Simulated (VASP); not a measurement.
Input of a VASP 6.6.1 run:

File INCAR:

```
SYSTEM = Ti
  PREC = Accurate
  ENCUT = 520
  EDIFF = 1E-6
  ISMEAR = 0
  SIGMA = 0.023
  LREAL = .False.
  LASPH = .True.
  NELM = 60
  ALGO = Normal
  ISIF = 2
  LWAVE = .False.
  LCHARG = .False.
  GGA = PE
  NBANDS = 19
```

KPOINTS

```
Automatic mesh
0
Gamma
  10 10 6
  0 0 0
```

File POSCAR:

```
Ti
1.0
    2.9500000000      0.0000000000      0.0000000000
   -1.4750000000      2.5547749412      0.0000000000
    0.0000000000      0.0000000000      4.6800000000
Ti
2
Direct
    0.6666666667      0.3333333333      0.7500000000
    0.3333333333      0.6666666667      0.2500000000
```

Potentials or basis: VASP PAW PBE potentials, release 64 (Ti_sv).

The run is started by

```bash
$ cat potpaw_PBE.64/Ti_sv/POTCAR > POTCAR
$ mpirun -np 1 vasp_std > vasp.out
```

Problem. Estimate the band gap on the k mesh.

Solution. Zero (band 12 reaches 8.94 eV, above the bottom of band 13 at 7.94 eV).

Problem. Predict the pressure.

Solution. -1.7 GPa.

Stress tensor (GPa, compression positive):
```
-1.57  0.00  0.00
 0.00 -1.57  0.00
 0.00  0.00 -1.84
```
